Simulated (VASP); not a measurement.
VH2: single point with PBEsol

The system is VH2.

```
V H
1.0
     0.00000    2.13550    2.13550
     2.13550    0.00000    2.13550
     2.13550    2.13550    0.00000
V H
1 2
Direct
  0.00000 0.00000 0.00000
  0.25000 0.25000 0.25000
  0.75000 0.75000 0.75000
```

| Item | Value |
| --- | --- |
| Program | VASP 6.6.1 |
| Task | single point |
| Functional | PBEsol |
| Potentials or basis | VASP PAW PBE potentials, release 64 (V_sv, H) |
| Cutoff | 520 eV |
| k mesh | 4 × 4 × 4 |
| Occupations | fermi-dirac, width 0.1 eV |
| Spin | collinear spin, ferromagnetic start |
| Starting moments | [1.0, 0.0, 0.0] μB |
| Dipole correction | no |
| Further INCAR settings | ALGO = Normal; EDIFF = 1e-06; NBANDS = 18 |

| Quantity | Value |
| --- | --- |
| Pressure | -10.2 GPa |
| Net moment | 0.55 μB per cell |
| Site moments | V +0.51; H -0.01 μB |
| Valence electrons inside the program's atomic spheres | V 11.59; H 0.59 |

Levels at points of the mesh, in eV from the Fermi level:
Spin up:
```tsv
k point	band 5	band 6	band 7	band 8	band 9	band 10	band 11	band 12
(0.00, 0.00, 0.00)	-11.35	-1.11	-1.11	-1.11	0.52	0.52	1.25	15.77
(0.50, 0.00, 0.00)	-7.79	-5.57	-1.00	-1.00	1.27	1.27	3.92	7.67
(0.50, 0.50, 0.00)	-6.33	-5.57	-3.66	1.34	1.39	1.39	6.52	7.59
```
Spin down:
```tsv
k point	band 3	band 4	band 5	band 6	band 7	band 8	band 9	band 10	band 11	band 12
(0.00, 0.00, 0.00)	-37.82	-37.82	-11.24	-0.72	-0.72	-0.72	1.05	1.05	1.23	15.74
(0.50, 0.00, 0.00)	-37.86	-37.86	-7.65	-5.49	-0.57	-0.57	1.76	1.76	4.32	7.71
(0.50, 0.50, 0.00)	-37.93	-37.93	-6.16	-5.49	-3.34	1.84	1.84	1.89	6.91	7.87
```

Wall time 11 s on 1 thread of AMD EPYC 7R13 Processor (Zen 3) (shared host), peak memory 0.11 GiB.

Caveat: the k points lie up to 0.64 Å⁻¹ apart; the PAW data sets were made with another functional, which shifts forces and pressure a little.
